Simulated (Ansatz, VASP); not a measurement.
# AgCl in VASP and in Ansatz

File INCAR:

```
PREC = Accurate
ENCUT = 520
EDIFF = 1E-7
ISMEAR = -1
SIGMA = 0.03
LREAL = False
LASPH = True
NELM = 80
ALGO = Normal
ISIF = 2
LWAVE = False
LCHARG = True
LELF = True
LVHAR = True
NBANDS = 16
```

The input KPOINTS:

```
Automatic mesh
0
Gamma
  7 7 7
```

File POSCAR:

```
AgCl
1.0
    0.0000000000      2.7350000000      2.7350000000
    2.7350000000      0.0000000000      2.7350000000
    2.7350000000      2.7350000000      0.0000000000
Ag Cl
1 1
Direct
    0.0250000000      0.0250000000     -0.0250000000
    0.4750000000      0.4750000000      0.5250000000
```

Input for Ansatz:

```yaml
crystal:
  lattice:
    - [0.0, 2.735, 2.735]
    - [2.735, 0.0, 2.735]
    - [2.735, 2.735, 0.0]
  atoms:
    - { symbol: Ag, position: [0.025, 0.025, -0.025] }
    - { symbol: Cl, position: [0.475, 0.475, 0.525] }
kpoints:
  mp_grid: { grid: [7, 7, 7] }
scf:
  occupations: { method: fermi_dirac, width: 0.03 }
hamiltonian:
  xc: lda
  pseudopotentials: { kind: all_electron, lapw: { basis_error: 0.001 } }
output:
  forces: true
  stress: true
  eigenvalues: true
  populations: true
```

Change from the starting cell: shortest bond scaled by 1.1, LAPW.

Alike in both runs: task single point; functional LDA; k mesh 7 × 7 × 7; occupations fermi-dirac, width 0.03 eV; no spin polarisation.

```csv
,VASP,Ansatz
version,VASP 6.6.1,Ansatz 0.2.0
potentials or method,"VASP PAW LDA potentials, release 64 (Ag, Cl), cutoff 520 eV","all-electron LAPW, scalar-relativistic"
```

|  | VASP | Ansatz | Ansatz less VASP |
| --- | --- | --- | --- |
| pressure (GPa) | -2.2 | -2.2 | +0.02 |
| traceless stress, the component that is largest in VASP (GPa) | 2.90 | 2.88 | -0.024 |
| rms of the force components (eV/Å) | 0.275 | 0.271 | -0.0037 |

LDA's correlation is that of Perdew and Zunger in VASP and of Perdew and Wang (1992) in Ansatz. Atom by atom the forces differ by 0.004 eV/Å (rms over components). Ansatz ran all-electron here, and VASP with PAW potentials.
